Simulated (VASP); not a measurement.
A run of VASP 6.6.1:

Contents of INCAR:

```
PREC     = Accurate       # precision mode
ENCUT    = 520            # plane-wave cutoff, eV
EDIFF    = 1E-6           # SCF threshold, eV
ISMEAR   = -1             # smearing method
SIGMA    = 0.1            # smearing width, eV
LREAL    = F              # projectors in reciprocal space
LASPH    = T              # aspherical terms in the spheres
NELM     = 60             # most SCF steps
ALGO     = Normal         # electronic algorithm
ISIF     = 2              # what is computed and relaxed
LWAVE    = F              # write WAVECAR
LCHARG   = F              # write CHGCAR
GGA      = B5             # functional
ALDAX    = 1.0          
AGGAX    = 1.0          
AGGAC    = 1.0          
ALDAC    = 0.0          
NBANDS   = 10             # bands
```

The input KPOINTS:

```
Automatic mesh
0
Gamma
  13 13 13
```

The input POSCAR:

```
Ir
1.0
    2.5080938455      0.0000000000      0.0000000000
    0.0000000000      2.5080938455      0.0000000000
    0.0000000000      0.0000000000      2.5080938455
Ir
1
Direct
    0.0000000000      0.0000000000      0.0000000000
```

Potentials or basis: VASP PAW PBE potentials, release 64 (Ir).

Command:

```bash
$ cat potpaw_PBE.64/Ir/POTCAR > POTCAR
$ mpirun -np 1 vasp_std > vasp.out
```

Hardware: 1 thread of Intel Xeon 8259CL, on a shared host.

Question: Estimate the wall time of this run.

Answer: It took 16 s on 1 thread of Intel Xeon 8259CL (shared host), peak memory 0.13 GiB. Counts: scf iterations 12, k points 84.
